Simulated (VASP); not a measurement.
Write the native input for VASP 6.6.1 that does the following.

* Task: single point
* Functional: PBE-based global hybrid
* Potentials or basis: VASP PAW PBE potentials, release 64 (Ta_pv, N)
* Cutoff: 520 eV
* k mesh: 6 × 6 × 2
* Occupations: fermi-dirac, width 0.05 eV
* Spin: no spin polarisation
* Dipole correction: no
* Grid for exact exchange (PRECFOCK): Normal
* Share of exact exchange: 0.15
* Further INCAR settings: ALGO = Normal; EDIFF = 1e-06; NBANDS = 27

The system is Ta3N.

```
CELL_PARAMETERS angstrom
3.03222 0.00000 0.00000
-1.51611 2.62598 0.00000
0.00000 0.00000 7.52414
ATOMIC_POSITIONS crystal
Ta 0.66667 0.33333 0.82607
Ta 0.33333 0.66667 0.17393
Ta 0.00000 0.00000 0.50000
N 0.00000 0.00000 0.00000
```

These files were run (other wordings do the same):

POSCAR

```
Ta3N
1.0
    3.0322239879      0.0000000000      0.0000000000
   -1.5161119940      2.6259830035      0.0000000000
    0.0000000000      0.0000000000      7.5241370000
Ta N
3 1
Direct
    0.6666666667      0.3333333333      0.8260700000
    0.3333333333      0.6666666667      0.1739300000
    0.0000000000      0.0000000000      0.5000000000
    0.0000000000      0.0000000000      0.0000000000
```

INCAR.step1

```
SYSTEM = Ta3N
PREC     = Accurate       ! precision mode
ENCUT    = 520            ! plane-wave cutoff, eV
EDIFF    = 1E-5           ! SCF threshold, eV
ISMEAR   = -1             ! smearing method
SIGMA    = 0.05           ! smearing width, eV
LREAL    = .False.        ! projectors in reciprocal space
LASPH    = .True.         ! aspherical terms in the spheres
NELM     = 80             ! most SCF steps
ALGO     = Normal         ! electronic algorithm
ISIF     = 2              ! what is computed and relaxed
LWAVE    = .True.         ! write WAVECAR
LCHARG   = .False.        ! write CHGCAR
GGA      = PE             ! functional
NBANDS   = 27             ! bands
```

INCAR.step2

```
SYSTEM = Ta3N
PREC     = Accurate       ! precision mode
ENCUT    = 520            ! plane-wave cutoff, eV
EDIFF    = 1E-6           ! SCF threshold, eV
ISMEAR   = -1             ! smearing method
SIGMA    = 0.05           ! smearing width, eV
LREAL    = .False.        ! projectors in reciprocal space
LASPH    = .True.         ! aspherical terms in the spheres
NELM     = 80             ! most SCF steps
ALGO     = Normal         ! electronic algorithm
ISIF     = 2              ! what is computed and relaxed
LWAVE    = .False.        ! write WAVECAR
LCHARG   = .False.        ! write CHGCAR
GGA      = PE             ! functional
LHFCALC  = .True.         ! exact exchange
AEXX     = 0.15           ! exact-exchange fraction
PRECFOCK = Normal       
ISTART   = 1            
NBANDS   = 27             ! bands
```

KPOINTS

```
Automatic mesh
0
Gamma
  6 6 2
  0 0 0
```

Potentials or basis: VASP PAW PBE potentials, release 64 (Ta_pv, N).

The run is started by

```bash
$ cat potpaw_PBE.64/Ta_pv/POTCAR potpaw_PBE.64/N/POTCAR > POTCAR
$ cp INCAR.step1 INCAR
$ mpirun -np 1 vasp_std > vasp.out
$ cp INCAR.step2 INCAR
$ mpirun -np 1 vasp_std > vasp.out
```

It gave:

```json
{
 "Pressure": "-3.5 GPa",
 "Largest force": "0.311 eV/Å",
 "Band gap on the k mesh": "zero (band 19 reaches 6.93 eV, above the bottom of band 20 at 6.32 eV)"
}
```

Caveat: the k points lie up to 0.42 Å⁻¹ apart; the PAW data sets were made with another functional, which shifts forces and pressure a little; spin-orbit coupling is left out, which moves the levels of the heavy elements.

Wall time 56 min on 1 thread of AMD EPYC 7R13 Processor (Zen 3), with other jobs on the host, peak memory 0.17 GiB.
